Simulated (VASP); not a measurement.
Ce: single point with r2SCAN

The system is Ce.

```
Ce
1.0
     0.00000    2.33904    2.33904
     2.33904    0.00000    2.33904
     2.33904    2.33904    0.00000
Ce
1
Direct
  0.00000 0.00000 0.00000
```

```
Program                : VASP 6.6.1
Task                   : single point
Functional             : r2SCAN
Potentials or basis    : VASP PAW PBE potentials, release 64 (Ce)
Cutoff                 : 520 eV
k mesh                 : 12 × 12 × 12
Occupations            : gaussian, width 0.3 eV
Spin                   : no spin polarisation
Dipole correction      : no
Further INCAR settings : ALGO = Normal; EDIFF = 1e-06; NBANDS = 12
```

```json
{
 "Pressure": "-0.3 GPa",
 "Band gap on the k mesh": "zero (bands 6 and 7 overlap by 0.53 eV)"
}
```

Levels at points of the mesh, in eV from the Fermi level:
```
           k point  band 4  band 5  band 6  band 7  band 8  band 9
(0.00, 0.00, 0.00)  -16.69   -2.84   -0.34    0.45    0.45    0.45
(0.50, 0.00, 0.00)  -17.08   -2.26   -0.16    0.66    0.66    0.79
(0.50, 0.50, 0.00)  -17.83   -3.25   -2.57    0.75    0.79    0.84
```

It took 99 s on 1 thread of Intel(R) Xeon(R) Platinum 8488C (Sapphire Rapids), on a shared host, peak memory 0.19 GiB.

Caveat: so wide a smearing shifts energies and pressures; the PAW data sets were made with another functional, which shifts forces and pressure a little; spin-orbit coupling is left out, which moves the levels of the heavy elements; semilocal functionals describe open f shells poorly, which spoils levels, moments and volumes. Spin polarisation is off, so any magnetic state and its effect on volume and gap are missing.
